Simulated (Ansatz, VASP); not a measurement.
# One calculation of TiC, two programs

```
CELL_PARAMETERS angstrom
3.60485 0.00000 0.00000
-1.80243 3.12189 0.00000
0.00000 0.00000 4.28499
ATOMIC_POSITIONS crystal
Ti 0.33333 0.66667 0.94104
Ti 0.66667 0.33333 0.44104
C 0.33333 0.66667 0.44106
C 0.66667 0.33333 0.94106
```

Alike in both runs: functional r2SCAN; k mesh 12 × 12 × 12; occupations gaussian, width 0.1 eV; no spin polarisation.

Ansatz relaxed the structure, and its values are those at the end. VASP's run is a single point on that final structure, the one shown.

```csv
,VASP,Ansatz
version,VASP 6.6.1,Ansatz 0.2.0
potentials or method,"VASP PAW PBE potentials, release 64 (Ti_sv, C), cutoff 520 eV","scalar-relativistic, plane waves, PAW"
valence electrons in the cell,32,32
```

VASP gave:

| Property | Result |
| --- | --- |
| gap on the k mesh at the Fermi level (eV) | none |
| pressure (GPa) | 0.7 |

Question: Estimate Ansatz's values.

Answer: gap on the k mesh at the Fermi level (eV): none; pressure (GPa): 0.0.

VASP's potentials were made for PBE, not for r2SCAN. A gap of «none» marks a metal or a gap that the smearing closes. With one functional, cell and mesh, what is left measures potentials, basis and numerics.
